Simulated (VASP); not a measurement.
# BN (Cm) in VASP: further runs

The runs below take BN through single point, with r2SCAN.

All numbers are computed with VASP 6.6.1; they aren't measurements. Logs are shortened: lines on timing, memory, paths and dates and some standing lists are left out, and cuts for length are marked.

**1. The cell of the first run**

It takes space group Cm (No. 8, monoclinic). The conventional cell has a = 4.406 Å, b = 2.544 Å, c = 4.208 Å, α = 90.00°, β = 90.00°, γ = 90.00°. Within 2.0 Å of B (site symmetry m) lie 4 N at 1.52 to 1.62 Å. Within 2.0 Å of B (site symmetry m) lie 4 N at 1.49 to 1.60 Å. Within 2.0 Å of N (site symmetry m) lie 4 B at 1.49 to 1.60 Å. Within 2.0 Å of N (site symmetry m) lie 4 B at 1.52 to 1.62 Å.

**2. Single point, r2SCAN**

Input file POSCAR:

```
BN
1.0
    2.5439665232      0.0000000000      0.0000000000
   -1.2719832616      2.2031396355      0.0000000000
    0.0000000000      0.0000000000      4.2077449317
B N
2 2
Direct
    0.6666666667      0.3333333333      0.9997995909
    0.3333333333      0.6666666667      0.4997995909
    0.6506478523      0.3012957045      0.6191740918
    0.3173145189      0.6346290379      0.1191740918
```

Input file INCAR.step1:

```
  PREC = Accurate
  ENCUT = 520
  ISMEAR = 0
  SIGMA = 0.05
  LREAL = F
  LASPH = T
  NELM = 100
  NBANDS = 16
  GGA = PE
  ALGO = Normal
  EDIFF = 1E-4
  LWAVE = T
  LCHARG = F
```

Input file INCAR.step2:

```
  PREC = Accurate
  ENCUT = 520
  EDIFF = 1E-7
  ISMEAR = 0
  SIGMA = 0.05
  LREAL = F
  LASPH = T
  NELM = 100
  ALGO = Normal
  ISIF = 2
  LWAVE = F
  LCHARG = T
  METAGGA = R2SCAN
  LMIXTAU = T
  LELF = T
  LVHAR = T
  NBANDS = 16
  ISTART = 1
```

Input file KPOINTS:

```
regular mesh
0
Gamma
  12 12 6
```

Potentials or basis: VASP PAW PBE potentials, release 64 (B, N).

On the command line:

```console
$ cat potpaw_PBE.64/B/POTCAR potpaw_PBE.64/N/POTCAR > POTCAR
$ cp INCAR.step1 INCAR
$ mpirun -np 1 vasp_std > vasp.out
$ cp INCAR.step2 INCAR
$ mpirun -np 1 vasp_std > vasp.out
```

OUTCAR:

```text
PREC = Accurate
   ENCUT = 520
   EDIFF = 1E-7
   ISMEAR = 0
   LREAL = F
   LASPH = T
   NELM = 100
   ISIF = 2
   METAGGA = R2SCAN
   ISTART = 1

 ion  position               nearest neighbor table
   1  0.667  0.333  1.000-   4 1.52   4 1.52   3 1.60   4 1.62
   2  0.333  0.667  0.500-   3 1.49   3 1.59   3 1.59   4 1.60
   3  0.651  0.301  0.619-   2 1.49   2 1.59   2 1.59   1 1.60
   4  0.317  0.635  0.119-   1 1.52   1 1.52   2 1.60   1 1.62

  LATTYP: Found a hexagonal cell.
 ALAT       =     2.5439665232
 C/A-ratio  =     1.6540095529

  Lattice vectors:

 A1 = (   2.5439665232,   0.0000000000,   0.0000000000)
 A2 = (  -1.2719832616,   2.2031396355,   0.0000000000)
 A3 = (   0.0000000000,   0.0000000000,   4.2077449317)

Analysis of symmetry for initial positions (statically):
=====================================================================
 Subroutine PRICEL returns:
 Original cell was already a primitive cell.

 Routine SETGRP: Setting up the symmetry group for a
 hexagonal supercell.

 Subroutine GETGRP returns: Found  2 space group operations
 (whereof  2 operations were pure point group operations)
 out of a pool of 24 trial point group operations.

The static configuration has the point symmetry C_1h.

Analysis of symmetry for dynamics (positions and initial velocities):
=====================================================================
 Subroutine PRICEL returns:
 Original cell was already a primitive cell.

 Routine SETGRP: Setting up the symmetry group for a
 hexagonal supercell.

 Subroutine GETGRP returns: Found  2 space group operations
 (whereof  2 operations were pure point group operations)
 out of a pool of 24 trial point group operations.

The dynamic configuration has the point symmetry C_1h.

 Subroutine INISYM returns: Found  2 space group operations
 (whereof  2 operations are pure point group operations),
 and found     1 'primitive' translations

----------------------------------------------------------------------------------------

                                     Primitive cell

  volume of cell :      23.5832

  direct lattice vectors                    reciprocal lattice vectors
     2.543966523  0.000000000  0.000000000     0.393086934  0.226948847  0.000000000
    -1.271983262  2.203139635  0.000000000     0.000000000  0.453897694  0.000000000
     0.000000000  0.000000000  4.207744932     0.000000000  0.000000000  0.237656991

  length of vectors
     2.543966523  2.543966523  4.207744932     0.453897694  0.453897694  0.237656991

  position of ions in fractional coordinates (direct lattice)
     0.666666667  0.333333333  0.999799591
     0.333333333  0.666666667  0.499799591
     0.650647852  0.301295704  0.619174092
     0.317314519  0.634629038  0.119174092

  ion indices of the primitive-cell ions
   primitive index   ion index
                 1           1
                 2           2
                 3           3
                 4           4

----------------------------------------------------------------------------------------

 KPOINTS: regular mesh

Automatic generation of k-mesh.
 Grid dimensions read from file:
 generate k-points for:   12   12    6

 Generating k-lattice:

  Cartesian coordinates                     Fractional coordinates (reciprocal lattice)
     0.032757244  0.018912404  0.000000000     0.083333333  0.000000000  0.000000000
     0.000000000  0.037824808  0.000000000     0.000000000  0.083333333  0.000000000
     0.000000000  0.000000000  0.039609499     0.000000000  0.000000000  0.166666667

  Length of vectors
     0.037824808  0.037824808  0.039609499

  Shift w.r.t. Gamma in fractional coordinates (k-lattice)
     0.000000000  0.000000000  0.000000000

 Subroutine IBZKPT returns following result:
 ===========================================

 Found    242 irreducible k-points:

 Following reciprocal coordinates:
            Coordinates               Weight
  0.000000  0.000000  0.000000      1.000000
  0.083333  0.000000  0.000000      4.000000
  0.000000  0.083333  0.000000      2.000000
  0.166667  0.000000  0.000000      4.000000
  0.000000  0.166667  0.000000      2.000000
  0.250000  0.000000  0.000000      4.000000
[... 16 lines left out ...]
 -0.083333  0.416667  0.000000      4.000000
 -0.416667  0.333333  0.000000      4.000000
 [... further k-points ...]
   k-points           NKPTS =    242   k-points in BZ     NKDIM =    242   number of bands    NBANDS=     16
   number of dos      NEDOS =    301   number of ions     NIONS =      4
   total plane-waves  NPLWV =  12800
   dimension x,y,z NGX =    20 NGY =   20 NGZ =   32
   dimension x,y,z NGXF=    40 NGYF=   40 NGZF=   64
   ions per type =               2   2
   NGX,Y,Z   is equivalent  to a cutoff of  13.07, 13.07, 12.64 a.u.
   NGXF,Y,Z  is equivalent  to a cutoff of  26.14, 26.14, 25.29 a.u.
 SYSTEM =  unknown system
   PREC   = accura    normal or accurate (medium, high low for compatibility)
   ISTART =      1    job   : 0-new  1-cont  2-samecut
   ICHARG =      0    charge: 1-file 2-atom 10-const
   ISPIN  =      1    spin polarized calculation?
   LNONCOLLINEAR =      F non collinear calculations
   LSORBIT =      F    spin-orbit coupling
   LASPH  =      T    aspherical Exc in radial PAW
   ENCUT  =  520.0 eV  38.22 Ry    6.18 a.u.   4.73  4.73  7.82*2*pi/ulx,y,z
   NELM   =    100;   NELMIN=  2; NELMDL=  0     # of ELM steps
   EDIFF  = 0.1E-06   stopping-criterion for ELM
   LREAL  =      F    real-space projection
   EDIFFG = 0.1E-05   stopping-criterion for IOM
   NSW    =      0    number of steps for IOM
   IBRION =     -1    ionic relax: 0-MD 1-quasi-New 2-CG
   NFREE  =      0    steps in history (QN), initial steepest desc. (CG)
   ISIF   =      2    stress and relaxation
   ISYM   =      2    0-nonsym 1-usesym 2-fastsym
   POTIM  = 0.5000    time-step for ionic-motion
   TEBEG  =    0.0;   TEEND  =   0.0 temperature during run
   PSTRESS=    0.0 pullay stress
   NELECT =      16.0000    total number of electrons
   NUPDOWN=      -1.0000    fix difference up-down
   EMIN   =  10.00;   EMAX   =-10.00  energy-range for DOS
   EFERMI =   0.00;   METHOD = LEGACY
   ISMEAR =     0;   SIGMA  =   0.05  broadening in eV -4-tet -1-fermi 0-gaus
   EFERMI_NEDOS =   21; number of points for ismear=-14 and -15
   IALGO  =     38    algorithm
   IMIX   =      4    mixing-type and parameters
     AMIX     =   0.40;   BMIX     =  1.00
     AMIX_MAG =   1.60;   BMIX_MAG =  1.00
  volume/ion in A,a.u.               =       5.90        39.79
  Fermi-wavevector in a.u.,A,eV,Ry     =   1.438513  2.718396 28.154815  2.069321
  Thomas-Fermi vector in A             =   2.557472
   LORBIT       =      0    0 simple, 1 ext, 2 COOP (PROOUT), +10 PAW based schemes
   METAGGA = R2SCAN    functional components
   LHFCALC =     F    Hartree Fock is set to
   AEXX    =    0.0000 exact exchange contribution
   IVDW    =     0    specifies the selected vdW correction
   LEPSILON=     F    determine dielectric tensor
   LRPA    =     F    only Hartree local field effects (RPA)
 non-spin polarized calculation
 Gauss-broadening in eV      SIGMA  =   0.05
  energy-cutoff  :      520.00
  volume of cell :       23.58
 maximum number of plane-waves:       652
   NGX =  9   NGY =  9   NGZ = 15

 number of electron      16.0000002 magnetization

 Free energy of the ion-electron system (eV)
  ---------------------------------------------------
  ext. energy  EPLUGINS =         0.00000000
  ---------------------------------------------------
  free energy    TOTEN  =       -38.11985603 eV

  energy without entropy =      -38.11985603  energy(sigma->0) =      -38.11985603

 E-fermi :   7.9740     XC(G=0): -13.6429

 val. band max:        7.7436790417   @ k =   0.0000   0.0000   0.0000
 cond. band min:      13.3838052374   @ k =   0.3333   0.3333   0.0000
 fundamental gap:      5.6401261957
 Fermi energy:         7.9740034425

 k-point     1 :       0.0000    0.0000    0.0000
  band No.  band energies     occupation
      1     -14.0748      2.00000
      2      -9.8372      2.00000
      3      -3.8323      2.00000
      4       4.9965      2.00000
      5       5.0154      2.00000
      6       7.0935      2.00000
[... 8 lines left out ...]
     15      20.5115      0.00000
     16      24.7523      0.00000

 k-point     2 :       0.0833    0.0000    0.0000
  band No.  band energies     occupation
      1     -13.9186      2.00000
      2      -9.7189      2.00000
      3      -3.6750      2.00000
      4       4.3153      2.00000
      5       4.7185      2.00000
      6       6.7577      2.00000
[... 8 lines left out ...]
     15      20.9516      0.00000
     16      24.4759      0.00000

 k-point     3 :       0.0000    0.0833    0.0000
  band No.  band energies     occupation
      1     -13.9185      2.00000
      2      -9.7188      2.00000
      3      -3.6750      2.00000
      4       4.3228      2.00000
      5       4.7215      2.00000
      6       6.6513      2.00000
[... 8 lines left out ...]
     15      20.7557      0.00000
     16      24.4728      0.00000

 k-point     4 :       0.1667    0.0000    0.0000
  band No.  band energies     occupation
      1     -13.4553      2.00000
      2      -9.3808      2.00000
      3      -3.2094      2.00000
      4       2.6350      2.00000
      5       3.9938      2.00000
      6       5.3691      2.00000
[... 8 lines left out ...]
     15      22.1497      0.00000
     16      23.7003      0.00000
[... 324 lines left out ...]
 k-point    22 :       0.3333    0.0833    0.0000
  band No.  band energies     occupation
      1     -11.0570      2.00000
      2      -8.2432      2.00000
      3      -1.7737      2.00000
      4      -0.8439      2.00000
      5       0.5686      2.00000
      6       2.1761      2.00000
[... 8 lines left out ...]
     15      24.3711      0.00000
     16      25.4558      0.00000

 k-point    23 :      -0.0833    0.4167    0.0000
  band No.  band energies     occupation
      1     -11.0550      2.00000
      2      -8.2429      2.00000
      3      -1.7669      2.00000
      4      -0.8398      2.00000
      5       0.6285      2.00000
      6       2.0581      2.00000
[... 8 lines left out ...]
     15      24.5431      0.00000
     16      25.3651      0.00000

 k-point    24 :      -0.4167    0.3333    0.0000
  band No.  band energies     occupation
      1     -11.0576      2.00000
      2      -8.2440      2.00000
      3      -1.7754      2.00000
      4      -0.8419      2.00000
      5       0.5734      2.00000
      6       2.1793      2.00000
[... 8 lines left out ...]
     15      24.4678      0.00000
     16      25.4652      0.00000

 [... further k-points ...]

------------------------ aborting loop because EDIFF is reached ----------------------------------------

  FORCE on cell =-STRESS in cart. coord.  units (eV):
  Direction    XX          YY          ZZ          XY          YZ          ZX
  --------------------------------------------------------------------------------------
  -------------------------------------------------------------------------------------
  Total        0.3739691      0.6659361      0.3477597      0.0000000      0.3372599      0.0000000
  in kB       25.4064235     45.2418475     23.6258281      0.0000000     22.9124965      0.0000000
  external PRESSURE =      31.4246997 kB  Pullay stress =       0.0000000 kB

 VOLUME and BASIS-vectors are now :
 -----------------------------------------------------------------------------
  energy-cutoff  :      520.00
  volume of cell :       23.58
      direct lattice vectors                 reciprocal lattice vectors
     2.543966523  0.000000000  0.000000000     0.393086934  0.226948847  0.000000000
    -1.271983262  2.203139635  0.000000000     0.000000000  0.453897694  0.000000000
     0.000000000  0.000000000  4.207744932     0.000000000  0.000000000  0.237656991

 POSITION                                       TOTAL-FORCE (eV/Angst)
 -----------------------------------------------------------------------------------
      1.27198      0.73438      4.20690        -0.000000     -1.677744     -0.684409
     -0.00000      1.46876      2.10303        -0.000000     -2.047998     -0.705724
      1.27198      0.66380      2.60533         0.000000      2.061183      0.705832
     -0.00000      1.39818      0.50145        -0.000000      1.664560      0.684302
 -----------------------------------------------------------------------------------
    total drift:                                0.000000     -0.000141      0.001262

  FREE ENERGIE OF THE ION-ELECTRON SYSTEM (eV)
  ---------------------------------------------------
  free  energy   TOTEN  =       -38.1198560296 eV

  energy  without entropy=      -38.1198560296  energy(sigma->0) =      -38.11985603
```

It took 3.5 min on 1 thread of Intel Xeon 8259CL, shared host; peak memory 0.2 GiB.

What came out:

```
Free energy            : -38.1199 eV
Pressure               : 3.1 GPa
Largest force          : 2.179 eV/Å
Band gap on the k mesh : 5.64 eV (least direct gap 8.64 eV)
```

Forces on the atoms (eV/Å):
```
B    0.000 -1.678 -0.684
B    0.000 -2.048 -0.706
N    0.000  2.061  0.706
N    0.000  1.665  0.684
```

Stress tensor (GPa, compression positive):
```
2.54 0.00 0.00
0.00 4.52 2.29
0.00 2.29 2.36
```

Caveat: the cell differs from its parent crystal (all N atoms moved +0.075 Å, as atom 3 towards its neighbour atom 2 (B) at 1.561 Å); the cell stands under pressure; the PAW data sets were made with another functional, which shifts forces and pressure a little.

**3. Single point, r2SCAN**

POSCAR: that of step 2 with these lines changed.

```diff
@@ -10,3 +10,3 @@
     0.3333333333      0.6666666667      0.4997995909
-    0.6506478523      0.3012957045      0.6191740918
-    0.3173145189      0.6346290379      0.1191740918
+    0.6826854811      0.3653709621      0.6312267264
+    0.3493521477      0.6987042955      0.1312267264
```

Input file INCAR.step1:

```
SYSTEM = BN
PREC = Accurate
ENCUT = 520
ISMEAR = 0
SIGMA = 0.05
LREAL = .False.
LASPH = .True.
NELM = 100
NBANDS = 16
GGA = PE
ALGO = Normal
EDIFF = 1E-4
LWAVE = .True.
LCHARG = .False.
```

Input file INCAR.step2:

```
SYSTEM = BN
PREC = Accurate
ENCUT = 520
EDIFF = 1E-6
ISMEAR = 0
SIGMA = 0.05
LREAL = .False.
LASPH = .True.
NELM = 100
ALGO = Normal
ISIF = 2
LWAVE = .False.
LCHARG = .False.
METAGGA = R2SCAN
LMIXTAU = .True.
NBANDS = 16
ISTART = 1
```

Input file KPOINTS:

```
regular mesh
0
Gamma
  12 12 6
  0 0 0
```

Potentials or basis: VASP PAW PBE potentials, release 64 (B, N).

On the command line:

```console
$ cat potpaw_PBE.64/B/POTCAR potpaw_PBE.64/N/POTCAR > POTCAR
$ cp INCAR.step1 INCAR
$ mpirun -np 1 vasp_std > vasp.out
$ cp INCAR.step2 INCAR
$ mpirun -np 1 vasp_std > vasp.out
```

Wall time 2.8 min (1 thread of Intel Xeon 8259CL, shared host); peak memory 0.19 GiB.

Results (log left out):

```
Free energy            : -38.1327 eV
Pressure               : 2.4 GPa
Largest force          : 1.908 eV/Å
Band gap on the k mesh : 5.04 eV (least direct gap 8.52 eV)
```

Forces on the atoms (eV/Å):
```
B    0.000  1.834  0.478
B    0.000  1.504  0.498
N    0.000 -1.492 -0.499
N    0.000 -1.847 -0.477
```

Stress tensor (GPa, compression positive):
```
 1.86  0.00  0.00
 0.00  3.71 -1.97
 0.00 -1.97  1.76
```

Levels at points of the mesh, in eV from the valence-band top:
| k point | band 5 | band 6 | band 7 | band 8 | band 9 | band 10 | band 11 | band 12 |
| --- | --- | --- | --- | --- | --- | --- | --- | --- |
| (0.00, 0.00, 0.00) | -2.62 | -1.05 | -0.14 | 0.00 | 8.56 | 8.57 | 9.21 | 9.69 |
| (0.50, 0.00, 0.00) | -7.68 | -5.43 | -5.13 | -2.32 | 6.82 | 7.94 | 10.50 | 12.08 |
| (0.00, 0.50, 0.00) | -7.64 | -5.53 | -5.09 | -2.38 | 6.96 | 8.11 | 10.65 | 11.76 |
| (0.00, 0.00, 0.50) | -2.05 | -2.01 | -0.97 | -0.94 | 9.21 | 9.55 | 9.67 | 10.28 |
| (0.50, 0.00, 0.50) | -4.68 | -4.48 | -3.90 | -3.73 | 6.67 | 6.85 | 10.13 | 10.56 |
| (0.00, 0.50, 0.50) | -4.48 | -4.31 | -4.14 | -3.93 | 6.65 | 7.01 | 10.04 | 10.92 |

Caveat: the cell differs from its parent crystal (all N atoms moved -0.075 Å, as atom 3 towards its neighbour atom 2 (B) at 1.561 Å); the PAW data sets were made with another functional, which shifts forces and pressure a little. A k mesh can miss the band edges.
